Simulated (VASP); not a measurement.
Crystal: NiSb.

```
Sb Ni
1.0
     3.92800    0.00000    0.00000
    -1.96400    3.40175    0.00000
     0.00000    0.00000    5.12000
Sb Ni
2 2
Direct
  0.66667 0.33333 0.75000
  0.33333 0.66667 0.25000
  0.00000 0.00000 0.50000
  0.00000 0.00000 0.00000
```

Base run:

| Property | Result |
| --- | --- |
| Program | VASP 6.6.1 |
| Functional | r2SCAN |
| Potentials or basis | VASP PAW PBE potentials, release 64 (Sb, Ni) |
| Cutoff | 520 eV |
| k mesh | 8 × 8 × 5 |
| Occupations | fermi-dirac, width 0.05 eV |
| Spin | collinear spin, ferromagnetic start |
| Starting moments | [0.0, 0.0, 1.0, 1.0] μB |
| Hubbard terms | Ni d U = 4.0 eV |

Its results: band gap on the k mesh zero (filled and empty bands overlap); pressure -3.2 GPa; net moment 0.00 μB per cell.

Q: The run is repeated on the same cell with these changes: hubbard terms from Ni d U = 4.0 eV to Ni d U = 6.0 eV. What comes out?

A: Band gap on the k mesh zero (filled and empty bands overlap); pressure -5.0 GPa; net moment 0.00 μB per cell.

Caveats: the cell stands under tension; the moments typed at the start vanished in this run; the PAW data sets were made with another functional, which shifts forces and pressure a little; spin-orbit coupling is left out, which moves the levels of the heavy elements; the U is typed as a test and isn't derived for this compound.
